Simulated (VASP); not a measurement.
# Fe (Im-3m) in VASP: further runs

The runs below take Fe through single point, with PBE.

Everything below comes from runs of VASP 6.6.1. Logs are shortened: lines on timing, memory, paths and dates and some standing lists are left out, and cuts for length are marked.

## 1. The cell of the first run

Symmetry: Im-3m, No. 229, cubic system. The conventional cell has a = 2.833 Å, b = 2.833 Å, c = 2.833 Å, α = 90.00°, β = 90.00°, γ = 90.00°. Within 3.2 Å of Fe (site symmetry m-3m) lie 14 Fe at 2.45 to 2.83 Å.

## 2. Single point, PBE, collinear spin, ferromagnetic start

Contents of INCAR:

```
  PREC = Accurate
  ENCUT = 520
  EDIFF = 1E-6
  ISMEAR = -1
  SIGMA = 0.05
  LREAL = F
  LASPH = T
  NELM = 150
  ALGO = Normal
  ISIF = 2
  LWAVE = F
  LCHARG = F
  ISPIN = 2
  MAGMOM = 2.208
  LORBIT = 11
  LMAXMIX = 4
  GGA = PE
  NBANDS = 14
```

Contents of KPOINTS:

```
regular mesh
0
Gamma
  9 9 9
```

Contents of POSCAR:

```
Fe
1.0
   -1.4163059769      1.4163059769      1.4163059769
    1.4163059769     -1.4163059769      1.4163059769
    1.4163059769      1.4163059769     -1.4163059769
Fe
1
Direct
    0.0000000000      0.0000000000      0.0000000000
```

Potentials or basis: VASP PAW PBE potentials, release 64 (Fe).

The run is started by

```sh
> cat potpaw_PBE.64/Fe/POTCAR > POTCAR
> mpirun -np 1 vasp_std > vasp.out
```

OUTCAR:

```text
PREC = Accurate
   ENCUT = 520
   EDIFF = 1E-6
   ISMEAR = -1
   LREAL = F
   LASPH = T
   NELM = 150
   ISIF = 2
   ISPIN = 2
   LORBIT = 11
   GGA = PE

 ion  position               nearest neighbor table
   1  0.000  0.000  0.000-

  LATTYP: Found a body centered cubic cell.
 ALAT       =     2.8326119538

  Lattice vectors:

 A1 = (  -1.4163059769,   1.4163059769,   1.4163059769)
 A2 = (   1.4163059769,  -1.4163059769,   1.4163059769)
 A3 = (   1.4163059769,   1.4163059769,  -1.4163059769)

Analysis of symmetry for initial positions (statically):
=====================================================================
 Subroutine PRICEL returns:
 Original cell was already a primitive cell.

 Routine SETGRP: Setting up the symmetry group for a
 body centered cubic supercell.

 Subroutine GETGRP returns: Found 48 space group operations
 (whereof 48 operations were pure point group operations)
 out of a pool of 48 trial point group operations.

The static configuration has the point symmetry O_h .

Analysis of symmetry for dynamics (positions and initial velocities):
=====================================================================
 Subroutine PRICEL returns:
 Original cell was already a primitive cell.

 Routine SETGRP: Setting up the symmetry group for a
 body centered cubic supercell.

 Subroutine GETGRP returns: Found 48 space group operations
 (whereof 48 operations were pure point group operations)
 out of a pool of 48 trial point group operations.

The dynamic configuration has the point symmetry O_h .

Analysis of structural, dynamic, and magnetic symmetry:
=====================================================================
 Subroutine PRICEL returns:
 Original cell was already a primitive cell.

 Routine SETGRP: Setting up the symmetry group for a
 body centered cubic supercell.

 Subroutine GETGRP returns: Found 48 space group operations
 (whereof 48 operations were pure point group operations)
 out of a pool of 48 trial point group operations.

The overall configuration has the point symmetry O_h .

 Subroutine INISYM returns: Found 48 space group operations
 (whereof 48 operations are pure point group operations),
 and found     1 'primitive' translations

----------------------------------------------------------------------------------------

                                     Primitive cell

  volume of cell :      11.3640

  direct lattice vectors                    reciprocal lattice vectors
    -1.416305977  1.416305977  1.416305977     0.000000000  0.353031060  0.353031060
     1.416305977 -1.416305977  1.416305977     0.353031060  0.000000000  0.353031060
     1.416305977  1.416305977 -1.416305977     0.353031060  0.353031060  0.000000000

  length of vectors
     2.453113911  2.453113911  2.453113911     0.499261313  0.499261313  0.499261313

  position of ions in fractional coordinates (direct lattice)
     0.000000000  0.000000000  0.000000000

  ion indices of the primitive-cell ions
   primitive index   ion index
                 1           1

----------------------------------------------------------------------------------------

 KPOINTS: regular mesh

Automatic generation of k-mesh.
 Grid dimensions read from file:
 generate k-points for:    9    9    9

 Generating k-lattice:

  Cartesian coordinates                     Fractional coordinates (reciprocal lattice)
     0.000000000  0.039225673  0.039225673     0.111111111  0.000000000  0.000000000
     0.039225673  0.000000000  0.039225673     0.000000000  0.111111111  0.000000000
     0.039225673  0.039225673  0.000000000     0.000000000  0.000000000  0.111111111

  Length of vectors
     0.055473479  0.055473479  0.055473479

  Shift w.r.t. Gamma in fractional coordinates (k-lattice)
     0.000000000  0.000000000  0.000000000

 Subroutine IBZKPT returns following result:
 ===========================================

 Found     35 irreducible k-points:

 Following reciprocal coordinates:
            Coordinates               Weight
  0.000000  0.000000  0.000000      1.000000
  0.111111  0.000000  0.000000     12.000000
  0.222222  0.000000  0.000000     12.000000
  0.333333  0.000000  0.000000     12.000000
  0.444444  0.000000  0.000000     12.000000
  0.111111  0.111111  0.000000     24.000000
[... 16 lines left out ...]
 -0.333333  0.444444  0.111111     48.000000
 -0.444444 -0.444444  0.111111     24.000000
 [... further k-points ...]
   k-points           NKPTS =     35   k-points in BZ     NKDIM =     35   number of bands    NBANDS=     14
   number of dos      NEDOS =    301   number of ions     NIONS =      1
   total plane-waves  NPLWV =   5832
   dimension x,y,z NGX =    18 NGY =   18 NGZ =   18
   dimension x,y,z NGXF=    36 NGYF=   36 NGZF=   36
   ions per type =               1
   NGX,Y,Z   is equivalent  to a cutoff of  12.20, 12.20, 12.20 a.u.
   NGXF,Y,Z  is equivalent  to a cutoff of  24.40, 24.40, 24.40 a.u.
 SYSTEM =  unknown system
   PREC   = accura    normal or accurate (medium, high low for compatibility)
   ISTART =      0    job   : 0-new  1-cont  2-samecut
   ICHARG =      2    charge: 1-file 2-atom 10-const
   ISPIN  =      2    spin polarized calculation?
   LNONCOLLINEAR =      F non collinear calculations
   LSORBIT =      F    spin-orbit coupling
   LASPH  =      T    aspherical Exc in radial PAW
   ENCUT  =  520.0 eV  38.22 Ry    6.18 a.u.   4.56  4.56  4.56*2*pi/ulx,y,z
   NELM   =    150;   NELMIN=  2; NELMDL= -5     # of ELM steps
   EDIFF  = 0.1E-05   stopping-criterion for ELM
   LREAL  =      F    real-space projection
   EDIFFG = 0.1E-04   stopping-criterion for IOM
   NSW    =      0    number of steps for IOM
   IBRION =     -1    ionic relax: 0-MD 1-quasi-New 2-CG
   NFREE  =      0    steps in history (QN), initial steepest desc. (CG)
   ISIF   =      2    stress and relaxation
   ISYM   =      2    0-nonsym 1-usesym 2-fastsym
   POTIM  = 0.5000    time-step for ionic-motion
   TEBEG  =    0.0;   TEEND  =   0.0 temperature during run
   PSTRESS=    0.0 pullay stress
   NELECT =       8.0000    total number of electrons
   NUPDOWN=      -1.0000    fix difference up-down
   EMIN   =  10.00;   EMAX   =-10.00  energy-range for DOS
   EFERMI =   0.00;   METHOD = LEGACY
   ISMEAR =    -1;   SIGMA  =   0.05  broadening in eV -4-tet -1-fermi 0-gaus
   EFERMI_NEDOS =   21; number of points for ismear=-14 and -15
   IALGO  =     38    algorithm
   IMIX   =      4    mixing-type and parameters
     AMIX     =   0.40;   BMIX     =  1.00
     AMIX_MAG =   1.60;   BMIX_MAG =  1.00
  volume/ion in A,a.u.               =      11.36        76.69
  Fermi-wavevector in a.u.,A,eV,Ry     =   1.456334  2.752073 28.856726  2.120910
  Thomas-Fermi vector in A             =   2.573265
   LORBIT       =     11    0 simple, 1 ext, 2 COOP (PROOUT), +10 PAW based schemes
   GGA     = PE    functional components
   LHFCALC =     F    Hartree Fock is set to
   AEXX    =    0.0000 exact exchange contribution
   IVDW    =     0    specifies the selected vdW correction
   LEPSILON=     F    determine dielectric tensor
   LRPA    =     F    only Hartree local field effects (RPA)
 spin polarized calculation
  energy-cutoff  :      520.00
  volume of cell :       11.36
 maximum number of plane-waves:       321
   NGX =  9   NGY =  9   NGZ =  9

 number of electron       8.0000009 magnetization       2.0993870

 Free energy of the ion-electron system (eV)
  ---------------------------------------------------
  ext. energy  EPLUGINS =         0.00000000
  ---------------------------------------------------
  free energy    TOTEN  =        -8.25003340 eV

  energy without entropy =       -8.24308884  energy(sigma->0) =       -8.24656112

 E-fermi :   5.7572     XC(G=0): -13.1183

 val. band max:        5.7372787638   @ k =  -0.2222   0.3333   0.1111
 cond. band min:       5.7667104614   @ k =  -0.4444   0.4444   0.4444
 fundamental gap:      0.0294316976
 Fermi energy:         5.7572148442

 spin component 1

 k-point     1 :       0.0000    0.0000    0.0000
  band No.  band energies     occupation
      1      -2.6059      1.00000
      2       3.5557      1.00000
      3       3.5557      1.00000
      4       3.5557      1.00000
      5       4.7273      1.00000
      6       4.7273      1.00000
      7      30.8418      0.00000
      8      30.8418      0.00000
      9      30.8418      0.00000
     10      35.9135      0.00000
     11      35.9135      0.00000
     12      38.2391      0.00000
     13      38.2391      0.00000
     14      38.2391      0.00000

 k-point     2 :       0.1111    0.0000    0.0000
  band No.  band energies     occupation
      1      -2.1014      1.00000
      2       3.4205      1.00000
      3       3.5343      1.00000
      4       3.8262      1.00000
      5       4.6116      1.00000
      6       4.7392      1.00000
      7      27.9983      0.00000
      8      29.9898      0.00000
      9      30.5161      0.00000
     10      34.4104      0.00000
     11      34.9438      0.00000
     12      35.0553      0.00000
     13      37.7351      0.00000
     14      39.5619      0.00000
[... 343 lines left out ...]
      1       1.6155      1.00000
      2       2.6510      1.00000
      3       3.2752      1.00000
      4       4.5199      1.00000
      5       5.5547      0.98288
      6       7.6587      0.00000
      7      16.3986      0.00000
      8      19.9179      0.00000
      9      26.6984      0.00000
     10      30.2458      0.00000
     11      33.3094      0.00000
     12      39.2803      0.00000
     13      41.7050      0.00000
     14      46.6484      0.00000

 k-point    24 :      -0.4444   -0.4444    0.1111
  band No.  band energies     occupation
      1       1.5987      1.00000
      2       2.9720      1.00000
      3       2.9781      1.00000
      4       4.6116      1.00000
      5       5.8727      0.09029
      6       9.6574      0.00000
      7      13.4198      0.00000
      8      19.3440      0.00000
      9      26.1410      0.00000
     10      31.6518      0.00000
     11      32.8116      0.00000
     12      38.0578      0.00000
     13      41.0488      0.00000
     14      52.2584      0.00000

 [... further k-points ...]

 spin component 2

 k-point     1 :       0.0000    0.0000    0.0000
  band No.  band energies     occupation
      1      -2.4506      1.00000
      2       5.3439      0.99974
      3       5.3440      0.99974
      4       5.3441      0.99974
      5       7.4396      0.00000
      6       7.4397      0.00000
      7      30.5885      0.00000
      8      30.5885      0.00000
      9      30.5885      0.00000
     10      36.1240      0.00000
     11      36.1241      0.00000
     12      38.8373      0.00000
     13      38.8373      0.00000
     14      38.8373      0.00000

 k-point     2 :       0.1111    0.0000    0.0000
  band No.  band energies     occupation
      1      -1.9427      1.00000
      2       5.1829      0.99999
      3       5.3066      0.99988
      4       5.6374      0.91657
      5       7.2781      0.00000
      6       7.4529      0.00000
      7      28.1252      0.00000
      8      29.8987      0.00000
      9      30.4212      0.00000
     10      35.2057      0.00000
     11      35.2373      0.00000
     12      35.7594      0.00000
     13      37.9345      0.00000
     14      40.0291      0.00000
[... 343 lines left out ...]
      1       2.6979      1.00000
      2       4.3505      1.00000
      3       4.8961      1.00000
      4       6.6649      0.00000
      5       7.7156      0.00000
      6       9.3193      0.00000
      7      17.2823      0.00000
      8      20.5411      0.00000
      9      27.0552      0.00000
     10      30.6186      0.00000
     11      33.6915      0.00000
     12      39.7695      0.00000
     13      42.3419      0.00000
     14      47.0419      0.00000

 k-point    24 :      -0.4444   -0.4444    0.1111
  band No.  band energies     occupation
      1       3.0235      1.00000
      2       4.5738      1.00000
      3       4.6069      1.00000
      4       6.8081      0.00000
      5       7.9794      0.00000
      6      10.8248      0.00000
      7      14.5800      0.00000
      8      19.9564      0.00000
      9      26.4886      0.00000
     10      32.1370      0.00000
     11      32.9950      0.00000
     12      38.7112      0.00000
     13      41.6654      0.00000
     14      52.8262      0.00000

 [... further k-points ...]

------------------------ aborting loop because EDIFF is reached ----------------------------------------

  FORCE on cell =-STRESS in cart. coord.  units (eV):
  Direction    XX          YY          ZZ          XY          YZ          ZX
  --------------------------------------------------------------------------------------
  -------------------------------------------------------------------------------------
  Total       -0.1401420     -0.1401420     -0.1401420      0.0000000      0.0000000     -0.0000000
  in kB      -19.7582099    -19.7582099    -19.7582099      0.0000000      0.0000000     -0.0000000
  external PRESSURE =     -19.7582099 kB  Pullay stress =       0.0000000 kB

 VOLUME and BASIS-vectors are now :
 -----------------------------------------------------------------------------
  energy-cutoff  :      520.00
  volume of cell :       11.36
      direct lattice vectors                 reciprocal lattice vectors
    -1.416305977  1.416305977  1.416305977     0.000000000  0.353031060  0.353031060
     1.416305977 -1.416305977  1.416305977     0.353031060  0.000000000  0.353031060
     1.416305977  1.416305977 -1.416305977     0.353031060  0.353031060  0.000000000

 POSITION                                       TOTAL-FORCE (eV/Angst)
 -----------------------------------------------------------------------------------
      0.00000      0.00000      0.00000         0.000000     -0.000000      0.000000
 -----------------------------------------------------------------------------------
    total drift:                                0.000000      0.000000      0.000000

  FREE ENERGIE OF THE ION-ELECTRON SYSTEM (eV)
  ---------------------------------------------------
  free  energy   TOTEN  =        -8.2500333986 eV

  energy  without entropy=       -8.2430888384  energy(sigma->0) =       -8.24656112

 total charge

# of ion       s       p       d       tot
------------------------------------------
    1        0.488   0.538   6.240   7.267

 magnetization (x)

# of ion       s       p       d       tot
------------------------------------------
    1       -0.011  -0.055   2.163   2.097
```

Run time: 7.4 s. Hardware: 1 thread of Intel Xeon Platinum 8559C (Emerald Rapids), shared host; peak memory 0.13 GiB.

What came out:

| Property | Result |
| --- | --- |
| Free energy | -8.2500 eV |
| Pressure | -2.0 GPa |
| Net moment | 2.10 μB per cell |
| Site moments | Fe +2.10 μB |
| Valence electrons inside the program's atomic spheres | Fe 7.27 |

## 3. Single point, PBE, collinear spin, ferromagnetic start

Contents of INCAR:

```
  PREC = Accurate
  ENCUT = 520
  EDIFF = 1E-6
  ISMEAR = -1
  SIGMA = 0.05
  LREAL = False
  LASPH = True
  NELM = 150
  ALGO = Normal
  ISIF = 2
  LWAVE = False
  LCHARG = False
  ISPIN = 2
  MAGMOM = 2.208
  LORBIT = 11
  LMAXMIX = 4
  GGA = PE
  NBANDS = 14
```

Contents of KPOINTS:

```
Automatic mesh
0
Gamma
  12 12 12
```

POSCAR is that of step 2.

Potentials or basis: VASP PAW PBE potentials, release 64 (Fe).

The run is started by

```sh
> cat potpaw_PBE.64/Fe/POTCAR > POTCAR
> mpirun -np 1 vasp_std > vasp.out
```

Run time: 12 s. Hardware: 1 thread of Intel Xeon Platinum 8559C (Emerald Rapids), shared host; peak memory 0.13 GiB.

It converged, with:

```
Free energy                                           : -8.2474 eV
Pressure                                              : -0.1 GPa
Net moment                                            : 2.20 μB per cell
Site moments                                          : Fe +2.20 μB
Valence electrons inside the program's atomic spheres : Fe 7.27
```

Levels at points of the mesh, in eV from the Fermi level:
Spin up:
| k point | band 3 | band 4 | band 5 | band 6 | band 7 | band 8 |
| --- | --- | --- | --- | --- | --- | --- |
| (0.00, 0.00, 0.00) | -2.32 | -2.32 | -1.11 | -1.11 | 25.01 | 25.01 |
| (0.50, 0.00, 0.00) | -1.04 | -0.92 | 0.36 | 0.51 | 7.34 | 18.35 |
| (0.50, 0.50, 0.50) | 0.09 | 0.09 | 0.09 | 9.92 | 9.92 | 9.92 |
Spin down:
| k point | band 1 | band 2 | band 3 | band 4 | band 5 | band 6 | band 7 | band 8 |
| --- | --- | --- | --- | --- | --- | --- | --- | --- |
| (0.00, 0.00, 0.00) | -8.28 | -0.40 | -0.40 | -0.40 | 1.65 | 1.65 | 24.75 | 24.75 |
| (0.50, 0.00, 0.00) | -3.65 | -1.68 | 0.61 | 1.50 | 1.91 | 2.59 | 8.71 | 18.40 |
| (0.50, 0.50, 0.50) | -3.04 | -3.04 | 2.29 | 2.29 | 2.29 | 10.19 | 10.19 | 10.19 |

## 4. Single point, PBE, collinear spin, ferromagnetic start

Contents of INCAR:

```
SYSTEM = Fe
PREC = Accurate ; ENCUT = 520
EDIFF = 1E-6 ; ISMEAR = -1
SIGMA = 0.05 ; LREAL = .FALSE.
LASPH = .TRUE. ; NELM = 150
ALGO = Normal ; ISIF = 2
LWAVE = .FALSE. ; LCHARG = .FALSE.
ISPIN = 2 ; MAGMOM = 2.208
LORBIT = 11 ; LMAXMIX = 4
GGA = PE ; NBANDS = 14
```

Contents of KPOINTS:

```
regular mesh
0
G
  15 15 15
  0 0 0
```

POSCAR is that of step 3.

The run is started by

```sh
> cat potpaw_PBE.64/Fe/POTCAR > POTCAR
> mpirun -np 1 vasp_std > vasp.out
```

It took 19 s on 1 thread of Intel Xeon Platinum 8559C (Emerald Rapids), shared host; peak memory 0.14 GiB.

Results (log left out):

* Free energy: -8.2476 eV
* Pressure: 0.0 GPa
* Net moment: 2.19 μB per cell
* Site moments: Fe +2.19 μB
* Valence electrons inside the program's atomic spheres: Fe 7.27

Levels at points of the mesh, in eV from the Fermi level:
Spin up:
| k point | band 1 | band 2 | band 3 | band 4 | band 5 | band 6 | band 7 | band 8 | band 9 | band 10 |
| --- | --- | --- | --- | --- | --- | --- | --- | --- | --- | --- |
| (0.00, 0.00, 0.00) | -8.44 | -2.32 | -2.32 | -2.32 | -1.11 | -1.11 | 25.01 | 25.01 | 25.01 | 30.10 |
Spin down:
```tsv
k point	band 1	band 2	band 3	band 4	band 5	band 6
(0.00, 0.00, 0.00)	-8.28	-0.40	-0.40	-0.40	1.65	1.65
```

## 5. Single point, PBE, collinear spin, ferromagnetic start

Contents of INCAR:

```
PREC     = Accurate       # precision mode
ENCUT    = 520            # plane-wave cutoff, eV
EDIFF    = 1E-6           # SCF threshold, eV
ISMEAR   = -1             # smearing method
SIGMA    = 0.05           # smearing width, eV
LREAL    = False          # projectors in reciprocal space
LASPH    = True           # aspherical terms in the spheres
NELM     = 150            # most SCF steps
ALGO     = Normal         # electronic algorithm
ISIF     = 2              # what is computed and relaxed
LWAVE    = False          # write WAVECAR
LCHARG   = True           # write CHGCAR
ISPIN    = 2              # spin polarisation
MAGMOM   = 2.208          # initial moments
LORBIT   = 11             # projections on sites
LMAXMIX  = 4              # l up to which the mixer works
GGA      = PE             # functional
LELF     = True           # ELF
LVHAR    = True         
NBANDS   = 14             # bands
```

Contents of KPOINTS:

```
regular mesh
0
Gamma
  15 15 15
```

POSCAR is that of step 4.

The run is started by

```sh
> cat potpaw_PBE.64/Fe/POTCAR > POTCAR
> mpirun -np 1 vasp_std > vasp.out
```

Wall time 20 s (1 thread of Intel Xeon Platinum 8559C (Emerald Rapids), shared host); peak memory 0.14 GiB.

It converged, with:

| Property | Result |
| --- | --- |
| Free energy | -8.2476 eV |
| Pressure | 0.0 GPa |
| Net moment | 2.19 μB per cell |
| Site moments | Fe +2.19 μB |
| Valence electrons inside the program's atomic spheres | Fe 7.27 |

Levels at points of the mesh, in eV from the Fermi level:
Spin up:
```
           k point  band 2  band 3  band 4  band 5  band 6  band 7  band 8  band 9
(0.00, 0.00, 0.00)   -2.32   -2.32   -2.32   -1.11   -1.11   25.01   25.01   25.01
```
Spin down:
| k point | band 1 | band 2 | band 3 | band 4 | band 5 | band 6 | band 7 |
| --- | --- | --- | --- | --- | --- | --- | --- |
| (0.00, 0.00, 0.00) | -8.28 | -0.40 | -0.40 | -0.40 | 1.65 | 1.65 | 24.75 |

## 6. Summary

| k mesh | gap on the mesh (eV) | pressure (GPa) | moment (μB) |
| --- | --- | --- | --- |
| 9 × 9 × 9 | none | -2.0 | 2.10 |
| 12 × 12 × 12 | none | -0.1 | 2.20 |
| 15 × 15 × 15 | none | 0.0 | 2.19 |

Alike in all rows: task single point; level PBE; potentials or basis VASP PAW PBE potentials, release 64 (Fe); spin collinear, ferromagnetic start; cell as given; cutoff (eV) 520; smearing fermi-dirac 0.05 eV.

Every run on the cell as given and a fine mesh finds a metal.

Absolute energies hang on the potentials; compare differences alone.
